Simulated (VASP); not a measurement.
# Nd2Y2Cl (Cmmm) in VASP: single point with PBE

Aim: the single point of Nd2Y2Cl with PBE.

All numbers are computed with VASP 6.6.1; they aren't measurements. Logs are shortened: lines on timing, memory, paths and dates and some standing lists are left out, and cuts for length are marked.

**1. The cell of the first run**

The structure is orthorhombic, space group Cmmm (No. 65). Conventional cell: a = 6.097 Å, b = 11.867 Å, c = 5.812 Å, α = 90.00°, β = 90.00°, γ = 90.00°. Within 3.8 Å of Nd (site symmetry mmm) lie 2 Nd at 2.91 Å and 2 Cl at 3.05 Å and 2 Y at 3.37 Å. Within 3.8 Å of Nd (site symmetry mmm) lie 2 Nd at 2.91 Å. Y (site symmetry m2m) has 1 Cl at 2.56 Å and 2 Y at 3.15 Å and 1 Nd at 3.37 Å within 3.4 Å. Cl (site symmetry mmm) has 2 Y at 2.56 Å and 2 Nd at 3.05 Å within 3.4 Å.

The cell was generated, and may not be a known phase.

**2. Single point, PBE**

INCAR reads:

```
SYSTEM = Nd2Y2Cl
  PREC = Accurate
  ENCUT = 500
  EDIFF = 1E-6
  ISMEAR = 0
  SIGMA = 0.2
  LREAL = .FALSE.
  LASPH = .TRUE.
  NELM = 200
  ALGO = Normal
  ISIF = 2
  LWAVE = .FALSE.
  LCHARG = .TRUE.
  GGA = PE
  LELF = .TRUE.
  LVHAR = .TRUE.
  NBANDS = 34
  GGA_COMPAT = .FALSE.
  LMAXMIX = 6
```

KPOINTS reads:

```
Automatic mesh
0
G
  4 4 3
  0 0 0
```

POSCAR reads:

```
Nd2Y2Cl
1.0
    3.0485408441     -5.9336269105      0.0000000000
    3.0485408441      5.9336269105      0.0000000000
    0.0000000000      0.0000000000      5.8124801244
Nd Y Cl
2 2 1
Direct
    0.5000000000      0.5000000000      0.5000000000
    0.5000000000      0.5000000000      0.0000000000
    0.2158938716      0.7841061284      0.5000000000
    0.7841061284      0.2158938716      0.5000000000
    0.0000000000      0.0000000000      0.5000000000
```

Potentials or basis: VASP PAW PBE potentials, release 64 (Nd_3, Y_sv, Cl), 4f in core.

On the command line:

```console
$ cat potpaw_PBE.64/Nd_3/POTCAR potpaw_PBE.64/Y_sv/POTCAR potpaw_PBE.64/Cl/POTCAR > POTCAR
$ mpirun -np 1 vasp_std > vasp.out
```

OUTCAR:

```text
SYSTEM = Nd2Y2Cl
   PREC = Accurate
   ENCUT = 500
   EDIFF = 1E-6
   ISMEAR = 0
   LREAL = .FALSE.
   LASPH = .TRUE.
   NELM = 200
   ISIF = 2
   GGA = PE

 ion  position               nearest neighbor table
   1  0.500  0.500  0.500-   2 2.91   2 2.91   5 3.05   5 3.05   4 3.37   3 3.37   3 3.98   3 3.98
                             4 3.98   4 3.98
   2  0.500  0.500  0.000-   1 2.91   1 2.91
   3  0.216  0.784  0.500-   5 2.56   4 3.15   4 3.15   1 3.37   1 3.98   1 3.98
   4  0.784  0.216  0.500-   5 2.56   3 3.15   3 3.15   1 3.37   1 3.98   1 3.98
   5  0.000  0.000  0.500-   3 2.56   4 2.56   1 3.05   1 3.05

  LATTYP: Found a base centered orthorhombic cell.
 ALAT       =     6.0970816882
 B/A-ratio  =     1.9463826184
 C/A-ratio  =     0.9533216745

  Lattice vectors:

 A1 = (   3.0485408441,  -5.9336269105,   0.0000000000)
 A2 = (   3.0485408441,   5.9336269105,   0.0000000000)
 A3 = (   0.0000000000,   0.0000000000,   5.8124801244)

Analysis of symmetry for initial positions (statically):
=====================================================================
 Subroutine PRICEL returns:
 Original cell was already a primitive cell.

 Routine SETGRP: Setting up the symmetry group for a
 base centered orthorhombic supercell.

 Subroutine GETGRP returns: Found  8 space group operations
 (whereof  8 operations were pure point group operations)
 out of a pool of  8 trial point group operations.

The static configuration has the point symmetry D_2h.

Analysis of symmetry for dynamics (positions and initial velocities):
=====================================================================
 Subroutine PRICEL returns:
 Original cell was already a primitive cell.

 Routine SETGRP: Setting up the symmetry group for a
 base centered orthorhombic supercell.

 Subroutine GETGRP returns: Found  8 space group operations
 (whereof  8 operations were pure point group operations)
 out of a pool of  8 trial point group operations.

The dynamic configuration has the point symmetry D_2h.

 Subroutine INISYM returns: Found  8 space group operations
 (whereof  8 operations are pure point group operations),
 and found     1 'primitive' translations

----------------------------------------------------------------------------------------

                                     Primitive cell

  volume of cell :     210.2828
[... 83 lines left out ...]
   NELM   =    200;   NELMIN=  2; NELMDL= -5     # of ELM steps
   EDIFF  = 0.1E-05   stopping-criterion for ELM
   LREAL  =      F    real-space projection
   EDIFFG = 0.1E-04   stopping-criterion for IOM
   NSW    =      0    number of steps for IOM
   IBRION =     -1    ionic relax: 0-MD 1-quasi-New 2-CG
   NFREE  =      0    steps in history (QN), initial steepest desc. (CG)
   ISIF   =      2    stress and relaxation
   ISYM   =      2    0-nonsym 1-usesym 2-fastsym
   POTIM  = 0.5000    time-step for ionic-motion
   TEBEG  =    0.0;   TEEND  =   0.0 temperature during run
   PSTRESS=    0.0 pullay stress
   NELECT =      51.0000    total number of electrons
   NUPDOWN=      -1.0000    fix difference up-down
   EMIN   =  10.00;   EMAX   =-10.00  energy-range for DOS
   EFERMI =   0.00;   METHOD = LEGACY
   ISMEAR =     0;   SIGMA  =   0.20  broadening in eV -4-tet -1-fermi 0-gaus
   EFERMI_NEDOS =   21; number of points for ismear=-14 and -15
   IALGO  =     38    algorithm
   IMIX   =      4    mixing-type and parameters
     AMIX     =   0.40;   BMIX     =  1.00
     AMIX_MAG =   1.60;   BMIX_MAG =  1.00
  volume/ion in A,a.u.               =      42.06       283.81
  Fermi-wavevector in a.u.,A,eV,Ry     =   1.020932  1.929282 14.181392  1.042303
  Thomas-Fermi vector in A             =   2.154529
   LORBIT       =      0    0 simple, 1 ext, 2 COOP (PROOUT), +10 PAW based schemes
   GGA     = PE    functional components
   LHFCALC =     F    Hartree Fock is set to
   AEXX    =    0.0000 exact exchange contribution
   IVDW    =     0    specifies the selected vdW correction
   LEPSILON=     F    determine dielectric tensor
   LRPA    =     F    only Hartree local field effects (RPA)
 non-spin polarized calculation
 Gauss-broadening in eV      SIGMA  =   0.20
  energy-cutoff  :      500.00
  volume of cell :      210.28
 maximum number of plane-waves:      5358
 NGX is ok and might be reduce to    50
   NGX = 25   NGY = 25   NGZ = 21

 number of electron      51.0000002 magnetization

 Free energy of the ion-electron system (eV)
  ---------------------------------------------------
  ext. energy  EPLUGINS =         0.00000000
  ---------------------------------------------------
  free energy    TOTEN  =       -22.76131175 eV

  energy without entropy =      -22.61755118  energy(sigma->0) =      -22.68943146

 E-fermi :   1.9202     XC(G=0):  -8.0410

 val. band max:        1.8702898334   @ k =   0.2500   0.2500   0.0000
 cond. band min:       1.9242029843   @ k =   0.5000   0.2500   0.0000
 fundamental gap:      0.0539131509
 Fermi energy:         1.9202176092

 k-point     1 :       0.0000    0.0000    0.0000
  band No.  band energies     occupation
      1     -41.3161      2.00000
      2     -41.2224      2.00000
      3     -36.7865      2.00000
      4     -35.5780      2.00000
      5     -21.5858      2.00000
      6     -21.4083      2.00000
[... 507 lines left out ...]
     33       3.9845      0.00000
     34       4.1379      0.00000

------------------------ aborting loop because EDIFF is reached ----------------------------------------

  FORCE on cell =-STRESS in cart. coord.  units (eV):
  Direction    XX          YY          ZZ          XY          YZ          ZX
  --------------------------------------------------------------------------------------
  -------------------------------------------------------------------------------------
  Total       -0.0759846      0.3466590      0.1540780      0.0000000      0.0000000      0.0000000
  in kB       -0.5789382      2.6412486      1.1739440      0.0000000      0.0000000      0.0000000
  external PRESSURE =       1.0787515 kB  Pullay stress =       0.0000000 kB

 VOLUME and BASIS-vectors are now :
 -----------------------------------------------------------------------------
  energy-cutoff  :      500.00
  volume of cell :      210.28
      direct lattice vectors                 reciprocal lattice vectors
     3.048540844 -5.933626911  0.000000000     0.164012892 -0.084265494  0.000000000
     3.048540844  5.933626911  0.000000000     0.164012892  0.084265494  0.000000000
     0.000000000  0.000000000  5.812480124     0.000000000  0.000000000  0.172043599

 POSITION                                       TOTAL-FORCE (eV/Angst)
 -----------------------------------------------------------------------------------
      3.04854      0.00000      2.90624         0.000000      0.000000      0.000000
      3.04854      0.00000      0.00000        -0.000000     -0.000000      0.000000
      3.04854      3.37156      2.90624        -0.000000     -0.064217      0.000000
      3.04854     -3.37156      2.90624        -0.000000      0.064217      0.000000
      0.00000      0.00000      2.90624        -0.000000     -0.000000      0.000000
 -----------------------------------------------------------------------------------
    total drift:                               -0.000000     -0.000000      0.000000

  FREE ENERGIE OF THE ION-ELECTRON SYSTEM (eV)
  ---------------------------------------------------
  free  energy   TOTEN  =       -22.7613117475 eV

  energy  without entropy=      -22.6175511823  energy(sigma->0) =      -22.68943146
```

OSZICAR:

```text
N       E                     dE             d eps       ncg     rms          rms(c)
DAV:   1     0.386003060945E+03    0.38600E+03   -0.23105E+04   968   0.130E+03
DAV:   2     0.112618969681E+02   -0.37474E+03   -0.36419E+03  1092   0.341E+02
DAV:   3    -0.237791666637E+02   -0.35041E+02   -0.34210E+02  1512   0.726E+01
DAV:   4    -0.268840182057E+02   -0.31049E+01   -0.30692E+01  1544   0.204E+01
DAV:   5    -0.269972399746E+02   -0.11322E+00   -0.11309E+00  1440   0.357E+00    0.272E+01
DAV:   6    -0.240421144692E+02    0.29551E+01   -0.44522E+01  1202   0.176E+01    0.286E+01
DAV:   7    -0.229009605912E+02    0.11412E+01   -0.73828E+00  1262   0.673E+00    0.169E+01
DAV:   8    -0.227704913669E+02    0.13047E+00   -0.13336E+00  1478   0.540E+00    0.459E+00
DAV:   9    -0.227654095863E+02    0.50818E-02   -0.17629E-01  1360   0.175E+00    0.964E-01
DAV:  10    -0.227614101137E+02    0.39995E-02   -0.53809E-02  1336   0.100E+00    0.595E-01
DAV:  11    -0.227612109275E+02    0.19919E-03   -0.56762E-03  1328   0.340E-01    0.885E-02
DAV:  12    -0.227612202681E+02   -0.93406E-05   -0.66340E-04  1440   0.120E-01    0.410E-02
DAV:  13    -0.227612941938E+02   -0.73926E-04   -0.12666E-04  1296   0.528E-02    0.170E-02
DAV:  14    -0.227613063357E+02   -0.12142E-04   -0.18136E-05  1392   0.161E-02    0.111E-02
DAV:  15    -0.227613111796E+02   -0.48439E-05   -0.75974E-06  1008   0.102E-02    0.355E-03
DAV:  16    -0.227613117475E+02   -0.56786E-06   -0.20281E-06   984   0.488E-03
   1 F= -.22761312E+02 E0= -.22689431E+02  d E =-.143761E+00
```

Wall time 3.4 min (1 thread of Intel Xeon 6975P-C (Granite Rapids), shared host); peak memory 0.37 GiB.

What came out:

```yaml
Free_energy: -22.7613 eV
Pressure: 0.1 GPa
Largest_force: 0.064 eV/Å
Band_gap_on_the_k_mesh: zero (an odd number of electrons rules out a gap without spin polarisation)
```

Forces on the atoms (eV/Å):
```
Nd   0.000  0.000  0.000
Nd   0.000  0.000  0.000
Y    0.000 -0.064  0.000
Y    0.000  0.064  0.000
Cl   0.000  0.000  0.000
```

Caveat: the k points lie up to 0.36 Å⁻¹ apart, too coarse for converged energies and pressures of a metal; spin-orbit coupling is left out, which moves the levels of the heavy elements; the 4f electrons are frozen in the core, so they carry no moment and show no levels; the run has no spin polarisation, though such a crystal can be magnetic. With open d or f shells a metallic result of PBE can be an artefact of self-interaction; +U or a hybrid may open a gap.

The gap in the log of VASP goes by the Fermi energy; the results here count the filled bands.